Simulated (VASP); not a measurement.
Here is a VASP 6.6.1 calculation.

INCAR

```
SYSTEM = BN
PREC = Accurate
ENCUT = 520
EDIFF = 1E-7
ISMEAR = 0
SIGMA = 0.02
LREAL = .False.
LASPH = .True.
NELM = 100
ALGO = Normal
ISIF = 2
LWAVE = .False.
LCHARG = .False.
GGA = PS
NBANDS = 16
```

The input KPOINTS:

```
Automatic mesh
0
Gamma
  9 9 6
  0 0 0
```

POSCAR

```
BN
1.0
    2.5469119604      0.0000000000      0.0000000000
   -1.2734559802      2.2056904589      0.0000000000
    0.0000000000      0.0000000000      4.1606277799
B N
2 2
Direct
    0.3333333333      0.6666666667     -0.0003702338
    0.6666666667      0.3333333333      0.4996297662
    0.3333333333      0.6666666667      0.3743702338
    0.6666666667      0.3333333333      0.8743702338
```

Potentials or basis: VASP PAW PBE potentials, release 64 (B, N).

Launch:

```bash
$ cat potpaw_PBE.64/B/POTCAR potpaw_PBE.64/N/POTCAR > POTCAR
$ mpirun -np 1 vasp_std > vasp.out
```

(1) What does it give for the pressure?

(2) Predict the band gap on the k mesh.

## Answers

(1) 2.9 GPa.

(2) 5.00 eV, indirect (least direct gap 8.18 eV).

Caveat: the cell differs from its parent crystal (strained cell); the PAW data sets were made with another functional, which shifts forces and pressure a little.
